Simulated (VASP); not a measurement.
# BeTe (I-4m2) in VASP: notebook, part 2 of 2

VASP 6.6.1. Earlier steps stand in the parts before.

### 3 Single point, HSE06 (epitaxial xy strain -4.0%)

Contents of POSCAR:

```
BeTe
1.0
    0.0000000000      2.7154786823      2.9110173700
    2.7154786823      0.0000000000      2.9110173700
    2.7154786823      2.7154786823      0.0000000000
Be Te
1 1
Direct
    0.0000000000      0.0000000000      0.0000000000
    0.2500000000      0.2500000000      0.2500000000
```

Contents of INCAR.step1:

```
SYSTEM = BeTe
ALGO = Normal
EDIFF = 1E-5
ENCUT = 520
GGA = PE
ISIF = 2
ISMEAR = 0
LASPH = .TRUE.
LCHARG = .FALSE.
LREAL = .FALSE.
LWAVE = .TRUE.
NBANDS = 11
NELM = 60
PREC = Accurate
SIGMA = 0.01
```

Contents of INCAR.step2:

```
SYSTEM = BeTe
ALGO = Normal
EDIFF = 1E-6
ENCUT = 520
GGA = PE
HFSCREEN = 0.2079
ISIF = 2
ISMEAR = 0
ISTART = 1
LASPH = .TRUE.
LCHARG = .FALSE.
LHFCALC = .TRUE.
LREAL = .FALSE.
LWAVE = .FALSE.
NBANDS = 11
NELM = 60
PREC = Accurate
PRECFOCK = Normal
SIGMA = 0.01
```

Contents of KPOINTS:

```
k-points
0
G
  6 6 6
  0 0 0
```

Potentials or basis: VASP PAW PBE potentials, release 64 (Be, Te).

The run is started by

```console
> cat potpaw_PBE.64/Be/POTCAR potpaw_PBE.64/Te/POTCAR > POTCAR
> cp INCAR.step1 INCAR
> mpirun -np 1 vasp_std > vasp.out
> cp INCAR.step2 INCAR
> mpirun -np 1 vasp_std > vasp.out
```

OUTCAR:

```text
SYSTEM = BeTe
   EDIFF = 1E-6
   ENCUT = 520
   GGA = PE
   HFSCREEN = 0.2079
   ISIF = 2
   ISMEAR = 0
   ISTART = 1
   LASPH = .TRUE.
   LHFCALC = .TRUE.
   LREAL = .FALSE.
   NELM = 60
   PREC = Accurate
   PRECFOCK = Normal

 ion  position               nearest neighbor table
   1  0.000  0.000  0.000-   2 2.41   2 2.41   2 2.41   2 2.41
   2  0.250  0.250  0.250-   1 2.41   1 2.41   1 2.41   1 2.41

  LATTYP: Found a body centered tetragonal cell.
 ALAT       =     3.8402667808
 C/A-ratio  =     1.5160495539

  Lattice vectors:

 A1 = (  -2.7154786823,   0.0000000000,   2.9110173700)
 A2 = (   2.7154786823,   0.0000000000,   2.9110173700)
 A3 = (   0.0000000000,   2.7154786823,  -2.9110173700)

Analysis of symmetry for initial positions (statically):
=====================================================================
 Subroutine PRICEL returns:
 Original cell was already a primitive cell.

 Routine SETGRP: Setting up the symmetry group for a
 body centered tetragonal supercell.

 Subroutine GETGRP returns: Found  8 space group operations
 (whereof  8 operations were pure point group operations)
 out of a pool of 16 trial point group operations.

The static configuration has the point symmetry D_2d.

Analysis of symmetry for dynamics (positions and initial velocities):
=====================================================================
 Subroutine PRICEL returns:
 Original cell was already a primitive cell.

 Routine SETGRP: Setting up the symmetry group for a
 body centered tetragonal supercell.

 Subroutine GETGRP returns: Found  8 space group operations
 (whereof  8 operations were pure point group operations)
 out of a pool of 16 trial point group operations.

The dynamic configuration has the point symmetry D_2d.

 Subroutine INISYM returns: Found  8 space group operations
 (whereof  8 operations are pure point group operations),
 and found     1 'primitive' translations

----------------------------------------------------------------------------------------

                                     Primitive cell

  volume of cell :      42.9307

  direct lattice vectors                    reciprocal lattice vectors
     0.000000000  2.715478682  2.911017370    -0.184129599  0.184129599  0.171761256
     2.715478682  0.000000000  2.911017370     0.184129599 -0.184129599  0.171761256
     2.715478682  2.715478682  0.000000000     0.184129599  0.184129599 -0.171761256

  length of vectors
     3.980935393  3.980935393  3.840266781     0.311944462  0.311944462  0.311944462

  position of ions in fractional coordinates (direct lattice)
     0.000000000  0.000000000  0.000000000
     0.250000000  0.250000000  0.250000000

  ion indices of the primitive-cell ions
   primitive index   ion index
                 1           1
                 2           2

----------------------------------------------------------------------------------------

 KPOINTS: k-points

Automatic generation of k-mesh.
 Grid dimensions read from file:
[... 45 lines left out ...]
  0.500000  0.000000  0.333333     16.000000
 [... further k-points ...]
   k-points           NKPTS =     30   k-points in BZ     NKDIM =    216   number of bands    NBANDS=     11
   number of dos      NEDOS =    301   number of ions     NIONS =      2
   total plane-waves  NPLWV =  27000
   dimension x,y,z NGX =    30 NGY =   30 NGZ =   30
   dimension x,y,z NGXF=    60 NGYF=   60 NGZF=   60
   ions per type =               1   1
   NGX,Y,Z   is equivalent  to a cutoff of  12.53, 12.53, 12.99 a.u.
   NGXF,Y,Z  is equivalent  to a cutoff of  25.06, 25.06, 25.97 a.u.
 SYSTEM =  BeTe
   PREC   = accura    normal or accurate (medium, high low for compatibility)
   ISTART =      1    job   : 0-new  1-cont  2-samecut
   ICHARG =      0    charge: 1-file 2-atom 10-const
   ISPIN  =      1    spin polarized calculation?
   LNONCOLLINEAR =      F non collinear calculations
   LSORBIT =      F    spin-orbit coupling
   LASPH  =      T    aspherical Exc in radial PAW
   ENCUT  =  520.0 eV  38.22 Ry    6.18 a.u.   7.40  7.40  7.14*2*pi/ulx,y,z
   NELM   =     60;   NELMIN=  2; NELMDL=  0     # of ELM steps
   EDIFF  = 0.1E-05   stopping-criterion for ELM
   LREAL  =      F    real-space projection
   EDIFFG = 0.1E-04   stopping-criterion for IOM
   NSW    =      0    number of steps for IOM
   IBRION =     -1    ionic relax: 0-MD 1-quasi-New 2-CG
   NFREE  =      0    steps in history (QN), initial steepest desc. (CG)
   ISIF   =      2    stress and relaxation
   ISYM   =      3    0-nonsym 1-usesym 2-fastsym
   POTIM  = 0.5000    time-step for ionic-motion
   TEBEG  =    0.0;   TEEND  =   0.0 temperature during run
   PSTRESS=    0.0 pullay stress
   NELECT =       8.0000    total number of electrons
   NUPDOWN=      -1.0000    fix difference up-down
   EMIN   =  10.00;   EMAX   =-10.00  energy-range for DOS
   EFERMI =   0.00;   METHOD = LEGACY
   ISMEAR =     0;   SIGMA  =   0.01  broadening in eV -4-tet -1-fermi 0-gaus
   EFERMI_NEDOS =   21; number of points for ismear=-14 and -15
   IALGO  =     38    algorithm
   IMIX   =      1    mixing-type and parameters
     AMIX     =   0.40;   BMIX     =  1.00
     AMIX_MAG =   1.60;   BMIX_MAG =  1.00
  volume/ion in A,a.u.               =      21.47       144.86
  Fermi-wavevector in a.u.,A,eV,Ry     =   0.935080  1.767046 11.896599  0.874375
  Thomas-Fermi vector in A             =   2.061951
   LORBIT       =      0    0 simple, 1 ext, 2 COOP (PROOUT), +10 PAW based schemes
   GGA     = PE    functional components
   LHFCALC =     T    Hartree Fock is set to
   PRECFOCK=normal    Normal, Fast or Accurate (Low or Medium for compatibility)
   ENCUT4O =  -1.0   cutoff for four orbital integrals eV
   NKREDX  =     1    reduce k-point grid by
   NKREDY  =     1    reduce k-point grid by
   NKREDZ  =     1    reduce k-point grid by
   AEXX    =    0.2500 exact exchange contribution
   HFSCREEN=    0.2079 screening length (either q_TF or 0.3 A-1)
   HFSCREENC=   0.2079 screening length for correlation (either q_TF or 0.3 A-1)
   ENCUTFOCK=  -1.0 apply spherical cutoff to Coloumb kernel
   IVDW    =     0    specifies the selected vdW correction
   LEPSILON=     F    determine dielectric tensor
   LRPA    =     F    only Hartree local field effects (RPA)
 non-spin polarized calculation
 Gauss-broadening in eV      SIGMA  =   0.01
  energy-cutoff  :      520.00
  volume of cell :       42.93
 maximum number of plane-waves:      1168
 NGX is ok and might be reduce to    30
  NGX = 24; NGY = 24; NGZ = 24

 number of electron       7.9999999 magnetization

 Free energy of the ion-electron system (eV)
  ---------------------------------------------------
  ext. energy  EPLUGINS =         0.00000000
  ---------------------------------------------------
  free energy    TOTEN  =        -8.70945731 eV

  energy without entropy =       -8.70945731  energy(sigma->0) =       -8.70945731

 E-fermi :   5.2739     XC(G=0):  -7.6943

 val. band max:        5.2268525643   @ k =   0.0000   0.0000   0.0000
 cond. band min:       7.4462952949   @ k =   0.5000   0.0000   0.5000
 fundamental gap:      2.2194427306
 Fermi energy:         5.2738600923

 k-point     1 :       0.0000    0.0000    0.0000
  band No.  band energies     occupation
      1      -8.6610      2.00000
      2       4.7632      2.00000
      3       5.2269      2.00000
      4       5.2269      2.00000
      5       9.4922      0.00000
      6       9.4922      0.00000
      7       9.6340      0.00000
      8       9.9228      0.00000
      9      14.5304      0.00000
     10      15.5894      0.00000
     11      16.4896      0.00000
[... 309 lines left out ...]
 k-point    24 :       0.5000    0.0000    0.3333
  band No.  band energies     occupation
      1      -6.5365      2.00000
      2      -0.3099      2.00000
      3       1.4003      2.00000
      4       2.2169      2.00000
      5       8.0827      0.00000
      6       9.6884      0.00000
      7      13.7301      0.00000
      8      15.0782      0.00000
      9      17.1832      0.00000
     10      18.6412      0.00000
     11      19.3270      0.00000

 [... further k-points ...]
[... 5 lines left out ...]
  --------------------------------------------------------------------------------------
  -------------------------------------------------------------------------------------
  Total        1.1165525      1.1165525     -0.2929507      0.0000000      0.0000000      0.0000000
  in kB       41.6698716     41.6698716    -10.9329544      0.0000000      0.0000000      0.0000000
  external PRESSURE =      24.1355963 kB  Pullay stress =       0.0000000 kB

 VOLUME and BASIS-vectors are now :
 -----------------------------------------------------------------------------
  energy-cutoff  :      520.00
  volume of cell :       42.93
      direct lattice vectors                 reciprocal lattice vectors
     0.000000000  2.715478682  2.911017370    -0.184129599  0.184129599  0.171761256
     2.715478682  0.000000000  2.911017370     0.184129599 -0.184129599  0.171761256
     2.715478682  2.715478682  0.000000000     0.184129599  0.184129599 -0.171761256

 POSITION                                       TOTAL-FORCE (eV/Angst)
 -----------------------------------------------------------------------------------
      0.00000      0.00000      0.00000         0.000000      0.000000     -0.000000
      1.35774      1.35774      1.45551        -0.000000     -0.000000      0.000000
 -----------------------------------------------------------------------------------
    total drift:                                0.000000      0.000000     -0.000001

  FREE ENERGIE OF THE ION-ELECTRON SYSTEM (eV)
  ---------------------------------------------------
  free  energy   TOTEN  =        -8.7094573118 eV

  energy  without entropy=       -8.7094573118  energy(sigma->0) =       -8.70945731
```

Wall time 17 min (1 thread of Intel Xeon Platinum 8375C at 2.90GHz (Ice Lake), shared host); peak memory 0.3 GiB.

What came out:

* Free energy: -8.7095 eV
* Pressure: 2.4 GPa
* Band gap on the k mesh: 2.22 eV (least direct gap 4.27 eV)

Caveat: the cell differs from its parent crystal (epitaxial xy strain -4.0%); the PAW data sets were made with another functional, which shifts forces and pressure a little; spin-orbit coupling is left out, which moves the levels of the heavy elements.
